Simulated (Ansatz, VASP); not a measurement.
## Zn in VASP and in Ansatz

File POSCAR:

```
Zn
1.0
    2.6187264646      0.0000000000      0.0000000000
   -1.3093632323      2.2678836439      0.0000000000
    0.0000000000      0.0000000000      4.8388970683
Zn
2
Direct
    0.3333333333      0.6666666667      0.2500000000
    0.6666666667      0.3333333333      0.7500000000
```

Contents of INCAR.step1:

```
PREC     = Accurate       # precision mode
ENCUT    = 520            # plane-wave cutoff, eV
ISMEAR   = 0              # smearing method
SIGMA    = 0.03           # smearing width, eV
LREAL    = F              # projectors in reciprocal space
LASPH    = T              # aspherical terms in the spheres
NELM     = 60             # most SCF steps
NBANDS   = 19             # bands
GGA      = PE             # functional
ALGO     = Normal         # electronic algorithm
EDIFF    = 1E-4           # SCF threshold, eV
LWAVE    = T              # write WAVECAR
LCHARG   = F              # write CHGCAR
```

File INCAR.step2:

```
PREC     = Accurate       # precision mode
ENCUT    = 520            # plane-wave cutoff, eV
EDIFF    = 1E-6           # SCF threshold, eV
ISMEAR   = 0              # smearing method
SIGMA    = 0.03           # smearing width, eV
LREAL    = F              # projectors in reciprocal space
LASPH    = T              # aspherical terms in the spheres
NELM     = 60             # most SCF steps
ALGO     = Normal         # electronic algorithm
ISIF     = 2              # what is computed and relaxed
LWAVE    = F              # write WAVECAR
LCHARG   = F              # write CHGCAR
METAGGA  = R2SCAN         # meta-GGA
LMIXTAU  = T            
NBANDS   = 19             # bands
ISTART   = 1
```

Contents of KPOINTS:

```
Automatic mesh
0
Gamma
  14 14 7
```

Input for Ansatz:

```yaml
crystal:
  lattice:
    - [2.6187264646, 0.0, 0.0]
    - [-1.3093632323, 2.2678836439, 0.0]
    - [0.0, 0.0, 4.8388970683]
  atoms:
    - { symbol: Zn, position: [0.3333333333, 0.6666666667, 0.25] }
    - { symbol: Zn, position: [0.6666666667, 0.3333333333, 0.75] }
hamiltonian:
  xc: r2scan
  pseudopotentials:
    kind: paw
    azcp:
      Zn: "pseudopotentials/Zn.paw.azcp"
basis:
  ecutwfc: 500
  fft_grid_basis: typed
kpoints:
  mp_grid: { grid: [14, 14, 7], shift: [0, 0, 0] }
magnetization:
  spin_polarized: false
scf:
  occupations: { method: gaussian, width: 0.03 }
  lower_state_search: "off"
output:
  stress: true
```

Alike in both runs: task single point; functional r2SCAN; k mesh 14 × 14 × 7; occupations gaussian, width 0.03 eV; no spin polarisation.

|  | VASP | Ansatz |
| --- | --- | --- |
| version | VASP 6.6.1 | Ansatz 0.2.0 |
| potentials or method | VASP PAW PBE potentials, release 64 (Zn), cutoff 520 eV | plane waves (500 eV) with PAW, scalar-relativistic |
| valence electrons in the cell | 24 | 24 |

|  | VASP | Ansatz | Ansatz less VASP |
| --- | --- | --- | --- |
| pressure (GPa) | 0.5 | 0.0 | -0.50 |
| traceless stress, the component that is largest in VASP (GPa) | -1.79 | -1.69 | +0.107 |

VASP's potentials were made for PBE, not for r2SCAN. With one functional, cell and mesh, what is left measures potentials, basis and numerics.
